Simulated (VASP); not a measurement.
# KF (Fm-3m) in VASP: a series of runs, part 2 of 2

VASP 6.6.1. The steps go on from the part before.

## (4) Electric field gradients, r2SCAN

The input, POSCAR:

```
KF
1.0
    0.0000000000      2.6735000000      2.6735000000
    2.6735000000      0.0000000000      2.6735000000
    2.6735000000      2.6735000000      0.0000000000
K F
1 1
Direct
    0.0000000000      0.0000000000      0.0000000000
    0.5000000000      0.5000000000      0.5000000000
```

The input, INCAR.step1:

```
PREC = Accurate ; ENCUT = 520
ISMEAR = -1 ; SIGMA = 0.01
LREAL = F ; LASPH = T
NELM = 80 ; NBANDS = 15
GGA = PE ; ALGO = Normal
EDIFF = 1E-4 ; LWAVE = T
LCHARG = F
```

The input, INCAR.step2:

```
PREC = Accurate ; ENCUT = 520
EDIFF = 1E-8 ; ISMEAR = -1
SIGMA = 0.01 ; LREAL = F
LASPH = T ; NELM = 80
ALGO = Normal ; ISIF = 2
LWAVE = F ; LCHARG = F
METAGGA = R2SCAN ; LMIXTAU = T
LEFG = T ; NBANDS = 15
ISTART = 1
```

The input, KPOINTS:

```
Automatic mesh
0
Gamma
  9 9 9
```

Potentials or basis: VASP PAW PBE potentials, release 64 (K_sv, F).

On the command line:

```sh
> cat potpaw_PBE.64/K_sv/POTCAR potpaw_PBE.64/F/POTCAR > POTCAR
> cp INCAR.step1 INCAR
> mpirun -np 1 vasp_std > vasp.out
> cp INCAR.step2 INCAR
> mpirun -np 1 vasp_std > vasp.out
```

OUTCAR:

```text
PREC = Accurate
   ENCUT = 520
   EDIFF = 1E-8
   ISMEAR = -1
   LREAL = F
   LASPH = T
   NELM = 80
   ISIF = 2
   METAGGA = R2SCAN
   ISTART = 1

 ion  position               nearest neighbor table
   1  0.000  0.000  0.000-   2 2.67   2 2.67   2 2.67   2 2.67   2 2.67   2 2.67
   2  0.500  0.500  0.500-   1 2.67   1 2.67   1 2.67   1 2.67   1 2.67   1 2.67

  LATTYP: Found a face centered cubic cell.
 ALAT       =     5.3470000000

  Lattice vectors:

 A1 = (   0.0000000000,   2.6735000000,   2.6735000000)
 A2 = (   2.6735000000,   0.0000000000,   2.6735000000)
 A3 = (   2.6735000000,   2.6735000000,   0.0000000000)

Analysis of symmetry for initial positions (statically):
=====================================================================
 Subroutine PRICEL returns:
 Original cell was already a primitive cell.

 Routine SETGRP: Setting up the symmetry group for a
 face centered cubic supercell.

[... 620 lines left out ...]
      direct lattice vectors                 reciprocal lattice vectors
     0.000000000  2.673500000  2.673500000    -0.187020759  0.187020759  0.187020759
     2.673500000  0.000000000  2.673500000     0.187020759 -0.187020759  0.187020759
     2.673500000  2.673500000  0.000000000     0.187020759  0.187020759 -0.187020759

 POSITION                                       TOTAL-FORCE (eV/Angst)
 -----------------------------------------------------------------------------------
      0.00000      0.00000      0.00000         0.000000      0.000000     -0.000000
      2.67350      2.67350      2.67350        -0.000000     -0.000000      0.000000
 -----------------------------------------------------------------------------------
    total drift:                                0.000000      0.000000      0.000000

  FREE ENERGIE OF THE ION-ELECTRON SYSTEM (eV)
  ---------------------------------------------------
  free  energy   TOTEN  =       -14.9726248514 eV

  energy  without entropy=      -14.9726248514  energy(sigma->0) =      -14.97262485

 Electric field gradients (V/A^2)
---------------------------------------------------------------------
 ion       V_xx      V_yy      V_zz      V_xy      V_xz      V_yz
---------------------------------------------------------------------
   1       0.000     0.000    -0.000     0.000     0.000     0.000
   2      -0.000     0.000    -0.000     0.008     0.008     0.008
---------------------------------------------------------------------

 Electric field gradients after diagonalization (V/A^2)
 (convention: |V_zz| > |V_xx| > |V_yy|)
----------------------------------------------------------------------
 ion       V_xx      V_yy      V_zz     asymmetry (V_yy - V_xx)/ V_zz
----------------------------------------------------------------------
   1      -0.000    -0.000     0.000       0.000
   2      -0.008    -0.008     0.015       0.000
----------------------------------------------------------------------

           NMR quadrupolar parameters

 Cq : quadrupolar parameter    Cq=e*Q*V_zz/h
 eta: asymmetry parameters     (V_yy - V_xx)/ V_zz
 Q  : nuclear electric quadrupole moment in mb (millibarn)
----------------------------------------------------------------------
 ion       Cq(MHz)       eta       Q (mb)
----------------------------------------------------------------------
   1       0.000       0.000       1.000
   2       0.000       0.000       1.000
----------------------------------------------------------------------
```

OUTCAR.step1:

```text
PREC = Accurate
   ENCUT = 520
   ISMEAR = -1
   LREAL = F
   LASPH = T
   NELM = 80
[... 650 lines left out ...]
 -----------------------------------------------------------------------------------
      0.00000      0.00000      0.00000        -0.000000      0.000000     -0.000000
      2.67350      2.67350      2.67350         0.000000     -0.000000      0.000000
 -----------------------------------------------------------------------------------
    total drift:                                0.000000      0.000000      0.000000

  FREE ENERGIE OF THE ION-ELECTRON SYSTEM (eV)
  ---------------------------------------------------
  free  energy   TOTEN  =        -8.2908131720 eV

  energy  without entropy=       -8.2908131720  energy(sigma->0) =       -8.29081317
```

It took 44 s on 1 thread of Intel Xeon 6975P-C (Granite Rapids), shared host; peak memory 0.17 GiB.

Results:

```yaml
Free_energy: -14.9726 eV
Pressure: -0.6 GPa
Band_gap_on_the_k_mesh: 6.82 eV
Largest_electric_field_gradient_by_atom: zero within the noise of the run
```

Caveat: the PAW data sets were made with another functional, which shifts forces and pressure a little; an odd mesh through Γ misses points on the zone boundary, where band edges can lie. r2SCAN opens gaps a little over a GGA but as a rule still falls short of measured ones.

## (5) Electric field gradients, PBEsol

The input, INCAR:

```
PREC     = Accurate       # precision mode
ENCUT    = 520            # plane-wave cutoff, eV
EDIFF    = 1E-8           # SCF threshold, eV
ISMEAR   = -5             # smearing method
SIGMA    = 0.1            # smearing width, eV
LREAL    = F              # projectors in reciprocal space
LASPH    = T              # aspherical terms in the spheres
NELM     = 60             # most SCF steps
ALGO     = Normal         # electronic algorithm
ISIF     = 2              # what is computed and relaxed
LWAVE    = F              # write WAVECAR
LCHARG   = F              # write CHGCAR
GGA      = PS             # functional
LEFG     = T            
ISYM     = 0            
NBANDS   = 15             # bands
```

KPOINTS is that of step 4.

POSCAR is that of step 4.

Potentials or basis: VASP PAW PBE potentials, release 64 (K_sv, F).

On the command line:

```sh
> cat potpaw_PBE.64/K_sv/POTCAR potpaw_PBE.64/F/POTCAR > POTCAR
> mpirun -np 1 vasp_std > vasp.out
```

OUTCAR:

```text
PREC = Accurate
   ENCUT = 520
   EDIFF = 1E-8
   ISMEAR = -5
   LREAL = F
   LASPH = T
   NELM = 60
   ISIF = 2
   GGA = PS
   ISYM = 0

 ion  position               nearest neighbor table
   1  0.000  0.000  0.000-   2 2.67   2 2.67   2 2.67   2 2.67   2 2.67   2 2.67
   2  0.500  0.500  0.500-   1 2.67   1 2.67   1 2.67   1 2.67   1 2.67   1 2.67

IMPORTANT INFORMATION: All symmetrisations will be switched off!
NOSYMM: (Re-)initialisation of all symmetry stuff for point group C_1.

----------------------------------------------------------------------------------------

                                     Primitive cell

  volume of cell :      38.2182

  direct lattice vectors                    reciprocal lattice vectors
     0.000000000  2.673500000  2.673500000    -0.187020759  0.187020759  0.187020759
     2.673500000  0.000000000  2.673500000     0.187020759 -0.187020759  0.187020759
     2.673500000  2.673500000  0.000000000     0.187020759  0.187020759 -0.187020759

  length of vectors
     3.780899959  3.780899959  3.780899959     0.323929457  0.323929457  0.323929457

  position of ions in fractional coordinates (direct lattice)
     0.000000000  0.000000000  0.000000000
     0.500000000  0.500000000  0.500000000

  ion indices of the primitive-cell ions
   primitive index   ion index
                 1           1
                 2           2

----------------------------------------------------------------------------------------

 KPOINTS: Automatic mesh

Automatic generation of k-mesh.
 Grid dimensions read from file:
 generate k-points for:    9    9    9

 Generating k-lattice:

  Cartesian coordinates                     Fractional coordinates (reciprocal lattice)
    -0.020780084  0.020780084  0.020780084     0.111111111  0.000000000  0.000000000
     0.020780084 -0.020780084  0.020780084     0.000000000  0.111111111  0.000000000
     0.020780084  0.020780084 -0.020780084     0.000000000  0.000000000  0.111111111

  Length of vectors
     0.035992162  0.035992162  0.035992162

  Shift w.r.t. Gamma in fractional coordinates (k-lattice)
     0.000000000  0.000000000  0.000000000

 TETIRR: Found   2184 inequivalent tetrahedra from     4374

 Subroutine IBZKPT returns following result:
 ===========================================

 Found    365 irreducible k-points:

 Following reciprocal coordinates:
            Coordinates               Weight
  0.000000  0.000000  0.000000      1.000000
  0.111111  0.000000  0.000000      2.000000
  0.000000  0.111111  0.000000      2.000000
  0.000000  0.000000  0.111111      2.000000
  0.111111  0.111111  0.111111      2.000000
  0.222222  0.000000  0.000000      2.000000
[... 16 lines left out ...]
  0.111111  0.000000  0.222222      2.000000
  0.111111  0.111111 -0.111111      2.000000
 [... further k-points ...]
   k-points           NKPTS =    365   k-points in BZ     NKDIM =    365   number of bands    NBANDS=     15
   number of dos      NEDOS =    301   number of ions     NIONS =      2
   total plane-waves  NPLWV =  21952
   dimension x,y,z NGX =    28 NGY =   28 NGZ =   28
[... 34 lines left out ...]
     AMIX_MAG =   1.60;   BMIX_MAG =  1.00
  volume/ion in A,a.u.               =      19.11       128.95
  Fermi-wavevector in a.u.,A,eV,Ry     =   1.224686  2.314320 20.406766  1.499855
  Thomas-Fermi vector in A             =   2.359751
   LORBIT       =      0    0 simple, 1 ext, 2 COOP (PROOUT), +10 PAW based schemes
   GGA     = PS    functional components
   LHFCALC =     F    Hartree Fock is set to
   AEXX    =    0.0000 exact exchange contribution
   IVDW    =     0    specifies the selected vdW correction
   LEPSILON=     F    determine dielectric tensor
   LRPA    =     F    only Hartree local field effects (RPA)
 non-spin polarized calculation
 Fermi weights with tetrahedron method with Bloechl corrections
  energy-cutoff  :      520.00
  volume of cell :       38.22
 maximum number of plane-waves:      1039
   NGX = 13   NGY = 13   NGZ = 13

 number of electron      16.0000001 magnetization

 Free energy of the ion-electron system (eV)
  ---------------------------------------------------
  ext. energy  EPLUGINS =         0.00000000
  ---------------------------------------------------
  free energy    TOTEN  =        -8.51941418 eV

  energy without entropy =       -8.51941418  energy(sigma->0) =       -8.51941418

 E-fermi :  -2.8444     XC(G=0):  -8.5996

 val. band max:       -2.9124189921   @ k =   0.0000   0.0000   0.0000
 cond. band min:       3.1086993388   @ k =   0.0000   0.0000   0.0000
 fundamental gap:      6.0211183309
 Fermi energy:        -2.8443620862

 k-point     1 :       0.0000    0.0000    0.0000
  band No.  band energies     occupation
      1     -28.8821      2.00000
      2     -21.4391      2.00000
      3     -12.1950      2.00000
      4     -12.1950      2.00000
      5     -12.1950      2.00000
      6      -2.9124      2.00000
      7      -2.9124      2.00000
      8      -2.9124      2.00000
      9       3.1087      0.00000
     10       7.7178      0.00000
     11       7.7178      0.00000
     12       7.7178      0.00000
     13       9.3890      0.00000
     14       9.3890      0.00000
[... 401 lines left out ...]
      2     -21.4702      2.00000
      3     -12.2898      2.00000
      4     -12.2440      2.00000
      5     -12.2192      2.00000
      6      -3.3038      2.00000
      7      -3.0037      2.00000
      8      -2.9797      2.00000
      9       4.2354      0.00000
     10       6.8885      0.00000
     11       8.4073      0.00000
     12       8.4712      0.00000
     13       9.7388      0.00000
     14       9.7778      0.00000
     15      15.6598      0.00000

 [... further k-points ...]

------------------------ aborting loop because EDIFF is reached ----------------------------------------

  FORCE on cell =-STRESS in cart. coord.  units (eV):
  Direction    XX          YY          ZZ          XY          YZ          ZX
  --------------------------------------------------------------------------------------
  -------------------------------------------------------------------------------------
  Total       -0.1620181     -0.1620181     -0.1620181      0.0000161      0.0000161      0.0000161
  in kB       -6.7920929     -6.7920926     -6.7920926      0.0006755      0.0006760      0.0006752
  external PRESSURE =      -6.7920927 kB  Pullay stress =       0.0000000 kB

 VOLUME and BASIS-vectors are now :
 -----------------------------------------------------------------------------
  energy-cutoff  :      520.00
  volume of cell :       38.22
      direct lattice vectors                 reciprocal lattice vectors
     0.000000000  2.673500000  2.673500000    -0.187020759  0.187020759  0.187020759
     2.673500000  0.000000000  2.673500000     0.187020759 -0.187020759  0.187020759
     2.673500000  2.673500000  0.000000000     0.187020759  0.187020759 -0.187020759

 POSITION                                       TOTAL-FORCE (eV/Angst)
 -----------------------------------------------------------------------------------
      0.00000      0.00000      0.00000         0.000000     -0.000000     -0.000000
      2.67350      2.67350      2.67350        -0.000000      0.000000      0.000000
 -----------------------------------------------------------------------------------
    total drift:                                0.000000     -0.000000     -0.000000

  FREE ENERGIE OF THE ION-ELECTRON SYSTEM (eV)
  ---------------------------------------------------
  free  energy   TOTEN  =        -8.5194141840 eV

  energy  without entropy=       -8.5194141840  energy(sigma->0) =       -8.51941418

 Electric field gradients (V/A^2)
---------------------------------------------------------------------
 ion       V_xx      V_yy      V_zz      V_xy      V_xz      V_yz
---------------------------------------------------------------------
   1       0.000    -0.000     0.000     0.000     0.000     0.000
   2       0.000    -0.000    -0.000     0.007     0.007     0.007
---------------------------------------------------------------------

 Electric field gradients after diagonalization (V/A^2)
 (convention: |V_zz| > |V_xx| > |V_yy|)
----------------------------------------------------------------------
 ion       V_xx      V_yy      V_zz     asymmetry (V_yy - V_xx)/ V_zz
----------------------------------------------------------------------
   1      -0.000    -0.000     0.001       0.001
   2      -0.007    -0.007     0.015       0.000
----------------------------------------------------------------------

           NMR quadrupolar parameters

 Cq : quadrupolar parameter    Cq=e*Q*V_zz/h
 eta: asymmetry parameters     (V_yy - V_xx)/ V_zz
 Q  : nuclear electric quadrupole moment in mb (millibarn)
----------------------------------------------------------------------
 ion       Cq(MHz)       eta       Q (mb)
----------------------------------------------------------------------
   1       0.000       0.001       1.000
   2       0.000       0.000       1.000
----------------------------------------------------------------------
```

It took 82 s on 1 thread of Intel Xeon 6975P-C (Granite Rapids), shared host; peak memory 0.31 GiB.

What came out:

```yaml
Free_energy: -8.5194 eV
Pressure: -0.7 GPa
Band_gap_on_the_k_mesh: 6.02 eV
Largest_electric_field_gradient_by_atom: zero within the noise of the run
```

Levels at points of the mesh, in eV from the valence-band top:
```tsv
k point	band 4	band 5	band 6	band 7	band 8	band 9	band 10	band 11	band 12	band 13
(0.00, 0.00, 0.00)	-9.28	-9.28	0.00	0.00	0.00	6.02	10.63	10.63	10.63	12.30
```

Caveat: the PAW data sets were made with another functional, which shifts forces and pressure a little; an odd mesh through Γ misses points on the zone boundary, where band edges can lie. Expect the measured gap to be larger: semilocal functionals such as PBEsol lack the derivative discontinuity.

## (6) Overview

```tsv
level	potentials or basis	smearing	gap on the mesh (eV)	pressure (GPa)
LDA	VASP PAW LDA potentials, release 64 (K_sv, F)	fermi-dirac 0.01 eV	5.78	-3.5
PBEsol	VASP PAW PBE potentials, release 64 (K_sv, F)	fermi-dirac 0.01 eV	6.02	-0.7
r2SCAN	VASP PAW PBE potentials, release 64 (K_sv, F)	fermi-dirac 0.01 eV	6.82	-0.6
PBEsol	VASP PAW PBE potentials, release 64 (K_sv, F)	tetrahedron	6.02	-0.7
```

Alike in all rows: task electric field gradients; no spin polarisation; cell as given; k mesh 9 × 9 × 9; cutoff (eV) 520.

Caveats: an odd mesh through Γ misses points on the zone boundary, where band edges can lie; the PAW data sets were made with another functional, which shifts forces and pressure a little (at least some runs); the cell stands under tension (at least some runs).

Absolute energies hang on the potentials; compare differences alone.
